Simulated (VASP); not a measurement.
Here is a VASP 6.6.1 calculation.

File INCAR:

```
SYSTEM = Hf
PREC = Accurate
ENCUT = 600
EDIFF = 1E-6
ISMEAR = -1
SIGMA = 0.08
LREAL = .FALSE.
LASPH = .TRUE.
NELM = 100
ALGO = Normal
ISIF = 4
LWAVE = .FALSE.
LCHARG = .FALSE.
GGA = PE
IBRION = 2
NSW = 50
EDIFFG = -0.005
```

The input KPOINTS:

```
regular mesh
0
G
  8 8 11
  0 0 0
```

POSCAR

```
Hf
1.0
    4.4336783653      0.0000000000      0.0000000000
   -2.2168391827      3.8396780965      0.0000000000
    0.0000000000      0.0000000000      2.7551156142
Hf
3
Direct
    0.0000000000      0.0000000000      0.0000000000
    0.3333333333      0.6666666667      0.5000000000
    0.6666666667      0.3333333333      0.5000000000
```

Potentials or basis: VASP PAW PBE potentials, release 64 (Hf_pv).

Run with:

```console
$ cat potpaw_PBE.64/Hf_pv/POTCAR > POTCAR
$ mpirun -np 1 vasp_std > vasp.out
```

Q: What does it give for the band gap on the k mesh?

A: Zero (band 15 reaches 8.10 eV, above the bottom of band 16 at 6.89 eV).

Final structure:
```xyz
3
Lattice="4.4344 0.0000 0.0000 -2.2172 3.8403 0.0000 0.0000 0.0000 2.7543" Properties=species:S:1:pos:R:3 pbc="T T T"
Hf    0.0000    0.0000    0.0000
Hf    0.0000    2.5602    1.3771
Hf    2.2172    1.2801    1.3771
```

Caveat: spin-orbit coupling is left out, which moves the levels of the heavy elements.
